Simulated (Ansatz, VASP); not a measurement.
# One calculation of MgO, two programs

```
CELL_PARAMETERS angstrom
3.30284 0.00000 0.00000
-1.65142 2.86034 0.00000
0.00000 0.00000 5.02028
ATOMIC_POSITIONS crystal
Mg 0.33333 0.66667 0.00371
Mg 0.66667 0.33333 0.50371
O 0.33333 0.66667 0.40089
O 0.66667 0.33333 0.90089
```

Alike in both runs: task single point; functional LDA; k mesh 9 × 9 × 6; occupations gaussian, width 0.02 eV; no spin polarisation.

|  | VASP | Ansatz |
| --- | --- | --- |
| version | VASP 6.6.1 | Ansatz 0.2.0 |
| potentials or method | VASP PAW LDA potentials, release 64 (Mg, O), cutoff 520 eV | scalar-relativistic, plane waves, PAW |
| valence electrons in the cell | 16 | 32 |

Ansatz gave:

| Property | Result |
| --- | --- |
| gap on the k mesh at the Fermi level (eV) | 3.37 |
| least direct gap on the mesh (eV) | 3.37 |
| pressure (GPa) | -4.6 |
| traceless stress, the component that is largest in VASP (GPa) | 0.27 |
| rms of the force components (eV/Å) | 0.017 |

Problem. Estimate VASP's values.

Solution. gap on the k mesh at the Fermi level (eV): 3.37; least direct gap on the mesh (eV): 3.37; pressure (GPa): -5.7; traceless stress, the component that is largest in VASP (GPa): 0.42; rms of the force components (eV/Å): 0.022.

LDA's correlation is that of Perdew and Zunger in VASP and of Perdew and Wang (1992) in Ansatz. Atom by atom the forces differ by 0.005 eV/Å (rms over components). VASP's potentials hold 16 valence electrons a cell and Ansatz's 32, so a difference there can come from the potentials and not from the codes.
